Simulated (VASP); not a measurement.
Write the native input for VASP 6.6.1 that does the following.

- Task: single point
- Functional: LDA
- Potentials or basis: VASP PAW LDA potentials, release 64 (Si, C, H)
- Cutoff: 520 eV
- k mesh: 4 × 4 × 1
- Occupations: gaussian, width 0.05 eV
- Spin: no spin polarisation
- Dipole correction: yes
- Further INCAR settings: LREAL = Auto; ALGO = Normal; EDIFF = 1e-07; NBANDS = 64

The structure of Si3H2C2 lies in POSCAR:

```
Si3H2C2
1.0
    6.1223116280      0.0000000000      0.0000000000
    0.0000000000      6.1223116280      0.0000000000
    0.0000000000      0.0000000000     18.0336064671
Si C H
12 8 8
Direct
    0.2500000000      0.2500000000      0.2691906584
    0.2500000000      0.7500000000      0.2691906584
    0.7500000000      0.2500000000      0.2691906584
    0.7500000000      0.7500000000      0.2691906584
    0.5062685943      0.4999973184      0.3848570652
    0.5062685943      0.0000026816      0.3848570652
   -0.0062688198      0.4999972862      0.3848573398
   -0.0062688198      0.0000027138      0.3848573398
    0.7500004327      0.7500000000      0.5105485802
    0.7500004072      0.2500000000      0.5105477374
    0.2500006838      0.7500000000      0.4776758541
    0.2500007593      0.2500000000      0.4776758541
    0.7500000000      0.5000000000      0.3292053881
    0.7500000000      0.0000000000      0.3292053881
    0.2500000000      0.5000000000      0.3292053881
    0.2500000000      0.0000000000      0.3292053881
   -0.0186927457      0.7500000000      0.4380372779
   -0.0187078527      0.2500000000      0.4380380011
    0.5186936563      0.7500000000      0.4380371642
    0.5187088191      0.2500000000      0.4380379428
    0.1018236707      0.2500000000      0.2043633518
    0.3981348503      0.2500000000      0.2043580857
    0.3981348503      0.7500000000      0.2043580857
    0.1018236707      0.7500000000      0.2043633518
    0.6018651497      0.2500000000      0.2043580857
    0.8981763293      0.2500000000      0.2043633518
    0.8981763293      0.7500000000      0.2043633518
    0.6018651497      0.7500000000      0.2043580857
```

These files were run (other wordings do the same):

INCAR

```
ALGO     = Normal         # electronic algorithm
DIPOL    = 0.5 0.5 0.332
EDIFF    = 1E-7           # SCF threshold, eV
ENCUT    = 520            # plane-wave cutoff, eV
IDIPOL   = 3            
ISIF     = 2              # what is computed and relaxed
ISMEAR   = 0              # smearing method
LASPH    = True           # aspherical terms in the spheres
LCHARG   = True           # write CHGCAR
LDIPOL   = True         
LELF     = True           # ELF
LREAL    = Auto         
LVACPOTAV= True         
LVHAR    = True         
LWAVE    = False          # write WAVECAR
NBANDS   = 64             # bands
NELM     = 60             # most SCF steps
PREC     = Accurate       # precision mode
SIGMA    = 0.05           # smearing width, eV
```

KPOINTS

```
k-points
0
Gamma
  4 4 1
```

Potentials or basis: VASP PAW LDA potentials, release 64 (Si, C, H).

The run is started by

```sh
$ cat potpaw_LDA.64/Si/POTCAR potpaw_LDA.64/C/POTCAR potpaw_LDA.64/H/POTCAR > POTCAR
$ mpirun -np 1 vasp_std > vasp.out
```

It gave:

| Quantity | Value |
| --- | --- |
| Largest force | 3.905 eV/Å |
| Band gap on the k mesh | zero (bands 44 and 45 overlap by 1.08 eV) |

Run time: 9.2 min on 1 thread of Intel(R) Xeon(R) 6975P-C (Granite Rapids) (shared host), peak memory 0.64 GiB.
